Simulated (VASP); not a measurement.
# Ba (Im-3m) in VASP: notebook

Ba is run at these levels: LDA; tasks: relaxation of cell and atoms.

Everything below comes from runs of VASP 6.6.1. Logs are shortened: lines on timing, memory, paths and dates and some standing lists are left out, and cuts for length are marked.

## Step 1: The cell of the first run

It takes space group Im-3m (No. 229, cubic). Conventional cell: a = 4.757 Å, b = 4.757 Å, c = 4.757 Å, α = 90.00°, β = 90.00°, γ = 90.00°. Ba (site symmetry m-3m) has 14 Ba at 4.12 to 4.76 Å within 5.4 Å.

## Step 2: Relaxation of cell and atoms, LDA

Contents of INCAR:

```
SYSTEM = Ba
PREC = Accurate
ENCUT = 600
EDIFF = 1E-7
ISMEAR = -1
SIGMA = 0.15
LREAL = .False.
LASPH = .True.
NELM = 80
ALGO = Fast
ISIF = 3
LWAVE = .False.
LCHARG = .False.
IBRION = 2
NSW = 80
EDIFFG = -0.001
```

Contents of KPOINTS:

```
regular mesh
0
Gamma
  18 18 18
  0 0 0
```

Contents of POSCAR:

```
Ba
1.0
   -2.3784668516      2.3784668516      2.3784668516
    2.3784668516     -2.3784668516      2.3784668516
    2.3784668516      2.3784668516     -2.3784668516
Ba
1
Direct
    0.0000000000      0.0000000000      0.0000000000
```

Potentials or basis: VASP PAW LDA potentials, release 64 (Ba_sv).

Run with:

```console
cat potpaw_LDA.64/Ba_sv/POTCAR > POTCAR
mpirun -np 1 vasp_std > vasp.out
```

OUTCAR:

```text
SYSTEM = Ba
   PREC = Accurate
   ENCUT = 600
   EDIFF = 1E-7
   ISMEAR = -1
   LREAL = .False.
   LASPH = .True.
   NELM = 80
   ISIF = 3
   IBRION = 2
   NSW = 80
   EDIFFG = -0.001

 ion  position               nearest neighbor table
   1  0.000  0.000  0.000-

  LATTYP: Found a body centered cubic cell.
 ALAT       =     4.7569337032

  Lattice vectors:

 A1 = (  -2.3784668516,   2.3784668516,   2.3784668516)
 A2 = (   2.3784668516,  -2.3784668516,   2.3784668516)
 A3 = (   2.3784668516,   2.3784668516,  -2.3784668516)

Analysis of symmetry for initial positions (statically):
=====================================================================
 Subroutine PRICEL returns:
 Original cell was already a primitive cell.

 Routine SETGRP: Setting up the symmetry group for a
 body centered cubic supercell.

 Subroutine GETGRP returns: Found 48 space group operations
 (whereof 48 operations were pure point group operations)
 out of a pool of 48 trial point group operations.

The static configuration has the point symmetry O_h .

Analysis of symmetry for dynamics (positions and initial velocities):
=====================================================================
 Subroutine PRICEL returns:
 Original cell was already a primitive cell.

 Routine SETGRP: Setting up the symmetry group for a
 body centered cubic supercell.

 Subroutine GETGRP returns: Found 48 space group operations
 (whereof 48 operations were pure point group operations)
 out of a pool of 48 trial point group operations.

The dynamic configuration has the point symmetry O_h .

 Subroutine INISYM returns: Found 48 space group operations
 (whereof 48 operations are pure point group operations),
 and found     1 'primitive' translations

----------------------------------------------------------------------------------------

                                     Primitive cell

  volume of cell :      53.8209

  direct lattice vectors                    reciprocal lattice vectors
    -2.378466852  2.378466852  2.378466852     0.000000000  0.210219453  0.210219453
     2.378466852 -2.378466852  2.378466852     0.210219453  0.000000000  0.210219453
     2.378466852  2.378466852 -2.378466852     0.210219453  0.210219453  0.000000000

  length of vectors
     4.119625431  4.119625431  4.119625431     0.297295201  0.297295201  0.297295201

  position of ions in fractional coordinates (direct lattice)
     0.000000000  0.000000000  0.000000000

  ion indices of the primitive-cell ions
   primitive index   ion index
                 1           1

----------------------------------------------------------------------------------------

 KPOINTS: regular mesh

Automatic generation of k-mesh.
 Grid dimensions read from file:
 generate k-points for:   18   18   18

 Generating k-lattice:

  Cartesian coordinates                     Fractional coordinates (reciprocal lattice)
     0.000000000  0.011678858  0.011678858     0.055555556  0.000000000  0.000000000
     0.011678858  0.000000000  0.011678858     0.000000000  0.055555556  0.000000000
     0.011678858  0.011678858  0.000000000     0.000000000  0.000000000  0.055555556

  Length of vectors
     0.016516400  0.016516400  0.016516400

  Shift w.r.t. Gamma in fractional coordinates (k-lattice)
     0.000000000  0.000000000  0.000000000

 Subroutine IBZKPT returns following result:
 ===========================================

 Found    195 irreducible k-points:

 Following reciprocal coordinates:
            Coordinates               Weight
  0.000000  0.000000  0.000000      1.000000
  0.055556  0.000000  0.000000     12.000000
  0.111111  0.000000  0.000000     12.000000
  0.166667  0.000000  0.000000     12.000000
  0.222222  0.000000  0.000000     12.000000
  0.277778  0.000000  0.000000     12.000000
[... 16 lines left out ...]
  0.333333  0.111111 -0.000000     48.000000
  0.388889  0.111111 -0.000000     48.000000
 [... further k-points ...]
   k-points           NKPTS =    195   k-points in BZ     NKDIM =    195   number of bands    NBANDS=      9
   number of dos      NEDOS =    301   number of ions     NIONS =      1
   total plane-waves  NPLWV =  46656
   dimension x,y,z NGX =    36 NGY =   36 NGZ =   36
   dimension x,y,z NGXF=    72 NGYF=   72 NGZF=   72
   ions per type =               1
   NGX,Y,Z   is equivalent  to a cutoff of  14.53, 14.53, 14.53 a.u.
   NGXF,Y,Z  is equivalent  to a cutoff of  29.06, 29.06, 29.06 a.u.
 SYSTEM =  Ba
   PREC   = accura    normal or accurate (medium, high low for compatibility)
   ISTART =      0    job   : 0-new  1-cont  2-samecut
   ICHARG =      2    charge: 1-file 2-atom 10-const
   ISPIN  =      1    spin polarized calculation?
   LNONCOLLINEAR =      F non collinear calculations
   LSORBIT =      F    spin-orbit coupling
   LASPH  =      T    aspherical Exc in radial PAW
   ENCUT  =  600.0 eV  44.10 Ry    6.64 a.u.   8.23  8.23  8.23*2*pi/ulx,y,z
   NELM   =     80;   NELMIN=  2; NELMDL= -5     # of ELM steps
   EDIFF  = 0.1E-06   stopping-criterion for ELM
   LREAL  =      F    real-space projection
   EDIFFG = -.1E-02   stopping-criterion for IOM
   NSW    =     80    number of steps for IOM
   IBRION =      2    ionic relax: 0-MD 1-quasi-New 2-CG
   NFREE  =      1    steps in history (QN), initial steepest desc. (CG)
   ISIF   =      3    stress and relaxation
   ISYM   =      2    0-nonsym 1-usesym 2-fastsym
   POTIM  = 0.5000    time-step for ionic-motion
   TEBEG  =    0.0;   TEEND  =   0.0 temperature during run
   PSTRESS=    0.0 pullay stress
   NELECT =      10.0000    total number of electrons
   NUPDOWN=      -1.0000    fix difference up-down
   EMIN   =  10.00;   EMAX   =-10.00  energy-range for DOS
   EFERMI =   0.00;   METHOD = LEGACY
   ISMEAR =    -1;   SIGMA  =   0.15  broadening in eV -4-tet -1-fermi 0-gaus
   EFERMI_NEDOS =   21; number of points for ismear=-14 and -15
   IALGO  =     68    algorithm
   IMIX   =      4    mixing-type and parameters
     AMIX     =   0.40;   BMIX     =  1.00
     AMIX_MAG =   1.60;   BMIX_MAG =  1.00
  volume/ion in A,a.u.               =      53.82       363.20
  Fermi-wavevector in a.u.,A,eV,Ry     =   0.934167  1.765319 11.873362  0.872667
  Thomas-Fermi vector in A             =   2.060944
   LORBIT       =      0    0 simple, 1 ext, 2 COOP (PROOUT), +10 PAW based schemes
   GGA     = CA    functional components
   LHFCALC =     F    Hartree Fock is set to
   AEXX    =    0.0000 exact exchange contribution
   IVDW    =     0    specifies the selected vdW correction
   LEPSILON=     F    determine dielectric tensor
   LRPA    =     F    only Hartree local field effects (RPA)
 conjugate gradient relaxation of ions
 non-spin polarized calculation
 RMM-DIIS sequential band-by-band and
  energy-cutoff  :      600.00
  volume of cell :       53.82
 maximum number of plane-waves:      1865
 NGX is ok and might be reduce to    36
   NGX = 17   NGY = 17   NGZ = 17

--------------------------------------- Ionic step        1  -------------------------------------------

 number of electron      10.0000000 magnetization

 number of electron       9.9999999 magnetization

 Free energy of the ion-electron system (eV)
  ---------------------------------------------------
  ext. energy  EPLUGINS =         0.00000000
  ---------------------------------------------------
  free energy    TOTEN  =        -2.29644086 eV

  energy without entropy =       -2.19450201  energy(sigma->0) =       -2.24547144

------------------------ aborting loop because EDIFF is reached ----------------------------------------

  FORCE on cell =-STRESS in cart. coord.  units (eV):
  Direction    XX          YY          ZZ          XY          YZ          ZX
  --------------------------------------------------------------------------------------
  -------------------------------------------------------------------------------------
  Total        0.0462483      0.0462483      0.0462483      0.0000000     -0.0000000      0.0000000
  in kB        1.3767486      1.3767486      1.3767486      0.0000000     -0.0000000      0.0000000
  external PRESSURE =       1.3767486 kB  Pullay stress =       0.0000000 kB
[... 86 lines left out ...]
  FREE ENERGIE OF THE ION-ELECTRON SYSTEM (eV)
  ---------------------------------------------------
  free  energy   TOTEN  =        -2.2967152929 eV

  energy  without entropy=       -2.1943227830  energy(sigma->0) =       -2.24551904

[... ionic steps 4 to 13 ...]

--------------------------------------- Ionic step       14  -------------------------------------------

 number of electron      10.0000000 magnetization

------------------------ aborting loop because EDIFF is reached ----------------------------------------

  FORCE on cell =-STRESS in cart. coord.  units (eV):
  Direction    XX          YY          ZZ          XY          YZ          ZX
  --------------------------------------------------------------------------------------
  -------------------------------------------------------------------------------------
  Total        0.0016553      0.0016553      0.0016553      0.0000000     -0.0000000     -0.0000000
  in kB        0.0486465      0.0486465      0.0486465      0.0000000     -0.0000000     -0.0000000
  external PRESSURE =       0.0486465 kB  Pullay stress =       0.0000000 kB
[... 55 lines left out ...]
  energy  without entropy=       -2.1941315227  energy(sigma->0) =       -2.24543998

--------------------------------------- Ionic step       16  -------------------------------------------

 number of electron      10.0000000 magnetization

 Free energy of the ion-electron system (eV)
  ---------------------------------------------------
  ext. energy  EPLUGINS =         0.00000000
  ---------------------------------------------------
  free energy    TOTEN  =        -2.29674846 eV

  energy without entropy =       -2.19413294  energy(sigma->0) =       -2.24544070

 E-fermi :   1.9606     XC(G=0):  -8.0983

 val. band max:        1.9567007771   @ k =   0.3333   0.2778   0.0556
 cond. band min:       1.9636533805   @ k =  -0.3889   0.5000   0.2222
 fundamental gap:      0.0069526035
 Fermi energy:         1.9605585442

 k-point     1 :       0.0000    0.0000    0.0000
  band No.  band energies     occupation
      1     -26.6592      2.00000
      2     -11.5119      2.00000
      3     -11.5119      2.00000
      4     -11.5119      2.00000
      5      -0.8740      2.00000
      6       3.8464      0.00001
      7       3.8464      0.00001
      8       3.8464      0.00001
      9       5.5165      0.00000
[... 265 lines left out ...]
 k-point    24 :       0.3889    0.1111   -0.0000
  band No.  band energies     occupation
      1     -26.5769      2.00000
      2     -12.2037      2.00000
      3     -11.7656      2.00000
      4     -11.5517      2.00000
      5       1.1210      1.99261
      6       2.5859      0.03047
      7       3.3879      0.00015
      8       5.3834      0.00000
      9       6.2021      0.00000

 [... further k-points ...]

------------------------ aborting loop because EDIFF is reached ----------------------------------------

  FORCE on cell =-STRESS in cart. coord.  units (eV):
  Direction    XX          YY          ZZ          XY          YZ          ZX
  --------------------------------------------------------------------------------------
  -------------------------------------------------------------------------------------
  Total        0.0003348      0.0003348      0.0003348      0.0000000      0.0000000     -0.0000000
  in kB        0.0098374      0.0098374      0.0098374      0.0000000      0.0000000     -0.0000000
  external PRESSURE =       0.0098374 kB  Pullay stress =       0.0000000 kB
[... 16 lines left out ...]
  FREE ENERGIE OF THE ION-ELECTRON SYSTEM (eV)
  ---------------------------------------------------
  free  energy   TOTEN  =        -2.2967484646 eV

  energy  without entropy=       -2.1941329358  energy(sigma->0) =       -2.24544070

 reached required accuracy - stopping structural energy minimisation
```

Run time: 19 min. Hardware: 1 thread of Oxide Virtual Turin-like, shared host; peak memory 0.25 GiB.

Results:

- Free energy: -2.2967 eV
- Relaxed volume: 54.53 Å³/atom
- Relaxed cell: a = 4.138 Å, b = 4.138 Å, c = 4.138 Å, α = 109.47°, β = 109.47°, γ = 109.47°
- Space group after relaxing (to 0.1 Å): Im-3m (No. 229)
- Energy gained by relaxing: 0.3 meV/atom
- Ionic steps: 16
- Pressure after relaxing: 0.0 GPa
- Band gap on the k mesh: zero (bands 5 and 6 overlap by 1.34 eV)

The path:
| step | energy change (eV) | largest force (eV/Å) | pressure (GPa) | volume (Å³) |
| --- | --- | --- | --- | --- |
| 1 | 0.0000 | 0.0000 | 0.14 | 53.82 |
| 2 | -0.0002 | 0.0000 | 0.05 | 54.18 |
| 3 | -0.0003 | 0.0000 | 0.04 | 54.30 |
| 4 | -0.0003 | 0.0000 | -0.03 | 54.54 |
| 5 | -0.0003 | 0.0000 | 0.05 | 54.43 |
| 6 | -0.0003 | 0.0000 | -0.01 | 54.50 |
| 7 | -0.0003 | 0.0000 | 0.01 | 54.49 |
| 8 | -0.0003 | 0.0000 | 0.02 | 54.49 |
| 9 | -0.0003 | 0.0000 | 0.01 | 54.50 |
| 10 | -0.0003 | 0.0000 | 0.01 | 54.50 |
| 11 | -0.0003 | 0.0000 | 0.01 | 54.50 |
| 12 | -0.0003 | 0.0000 | 0.01 | 54.50 |
| 13 | -0.0003 | 0.0000 | 0.01 | 54.51 |
| 14 | -0.0003 | 0.0000 | 0.00 | 54.52 |
| 15 | -0.0003 | 0.0000 | 0.00 | 54.54 |
| 16 | -0.0003 | 0.0000 | 0.00 | 54.53 |

Final structure:
```
Ba
1.0
    -2.38888    2.38888    2.38888
     2.38888   -2.38888    2.38888
     2.38888    2.38888   -2.38888
Ba
1
Direct
  0.00000 0.00000 0.00000
```

Caveat: spin-orbit coupling is left out, which moves the levels of the heavy elements.

## Step 3: Relaxation of cell and atoms, LDA

This run uses another cell than the first one, of 63.44 Å³/atom.

Contents of INCAR:

```
SYSTEM = Ba
PREC = Accurate
ENCUT = 600
EDIFF = 1E-6
ISMEAR = 0
SIGMA = 0.1
LREAL = .False.
LASPH = .True.
NELM = 100
ALGO = Normal
ISIF = 3
LWAVE = .False.
LCHARG = .False.
GGA = CA
IBRION = 2
NSW = 100
EDIFFG = -0.002
```

Contents of KPOINTS:

```
Automatic mesh
0
Gamma
  16 16 16
  0 0 0
```

Contents of POSCAR:

```
Ba
1.0
   -2.5125000000      2.5125000000      2.5125000000
    2.5125000000     -2.5125000000      2.5125000000
    2.5125000000      2.5125000000     -2.5125000000
Ba
1
Direct
    0.0000000000      0.0000000000      0.0000000000
```

Potentials or basis: VASP PAW LDA potentials, release 64 (Ba_sv).

Run with:

```console
cat potpaw_LDA.64/Ba_sv/POTCAR > POTCAR
mpirun -np 1 vasp_std > vasp.out
```

It took 3.8 min on 1 thread of Oxide Virtual Turin-like, shared host; peak memory 0.22 GiB.

The run converged. Its results:

```yaml
Free_energy: -2.2526 eV
Relaxed_volume: 54.30 Å³/atom
Relaxed_cell: a = 4.132 Å, b = 4.132 Å, c = 4.132 Å, α = 109.47°, β = 109.47°, γ = 109.47°
Space_group_after_relaxing_to_0.1_Å: Im-3m (No. 229)
Energy_gained_by_relaxing: 41.1 meV/atom
Ionic_steps: 4
Pressure_after_relaxing: 0.0 GPa
Band_gap_on_the_k_mesh: zero (bands 5 and 6 overlap by 1.44 eV)
```

Step by step:
```
step  energy change (eV)  largest force (eV/Å)  pressure (GPa)  volume (Å³)
   1              0.0000                0.0000           -1.30        63.44
   2             -0.0299                0.0000           -0.76        58.84
   3             -0.0410                0.0000           -0.09        54.81
   4             -0.0411                0.0000            0.00        54.30
```

Final structure:
```xyz
1
Lattice="-2.3855 2.3855 2.3855 2.3855 -2.3855 2.3855 2.3855 2.3855 -2.3855" Properties=species:S:1:pos:R:3 pbc="T T T"
Ba    2.3855    2.3855    2.3855
```

Levels at points of the mesh, in eV from the Fermi level:
| k point | band 1 | band 2 | band 3 | band 4 | band 5 | band 6 | band 7 | band 8 | band 9 |
| --- | --- | --- | --- | --- | --- | --- | --- | --- | --- |
| (0.00, 0.00, 0.00) | -28.58 | -13.43 | -13.43 | -13.43 | -2.80 | 1.93 | 1.93 | 1.93 | 3.60 |
| (0.50, 0.00, 0.00) | -28.50 | -14.18 | -13.67 | -13.44 | -1.01 | 0.61 | 1.85 | 3.61 | 4.27 |
| (0.50, 0.50, 0.50) | -28.44 | -13.94 | -13.94 | -13.94 | -0.75 | -0.75 | 5.15 | 5.15 | 5.15 |

Caveat: spin-orbit coupling is left out, which moves the levels of the heavy elements. Zero-point motion and thermal expansion aren't in these numbers.
